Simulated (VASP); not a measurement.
Runs of VASP 6.6.1 on YbC. The structure is that of space group Pm-3m (No. 221), or close to it. The cells are those of the table. 

```csv
spin,cell,k mesh for the DOS,occupations for the DOS,gap on the mesh (eV),pressure (GPa),moment (μB)
collinear,"a = 2.966 Å, 2 atoms",-,-,none,(a),0.00
"collinear, ferromagnetic start","a = 2.938 Å, 2 atoms",-,-,none,7.0,0.00
collinear,"a = 3.006 Å, 2 atoms",-,-,none,-2.0,0.00
collinear,"a = 3.026 Å, 2 atoms",-,-,none,(b),0.00
collinear,"a = 2.946 Å, 2 atoms",-,-,none,5.5,0.00
collinear,"a = 2.986 Å, 2 atoms",15 × 15 × 15,tetrahedron,-,-,0.00
```

Alike in all rows: task single point; level PBEsol; potentials or basis VASP PAW PBE potentials, release 64 (Yb, C); k mesh 10 × 10 × 10; cutoff (eV) 520; smearing gaussian 0.05 eV.

**Question.** Estimate the missing entries.

**Answer.** (a) 2.9; (b) -3.8.

Caveats: the PAW data sets were made with another functional, which shifts forces and pressure a little; spin-orbit coupling is left out, which moves the levels of the heavy elements; the cell stands under pressure (at least some runs); the cell stands under tension (at least some runs).

A k mesh can miss the band edges, and the runs leave out spin-orbit coupling on Yb.

A gap of «none» marks levels without a gap at the run's occupations.
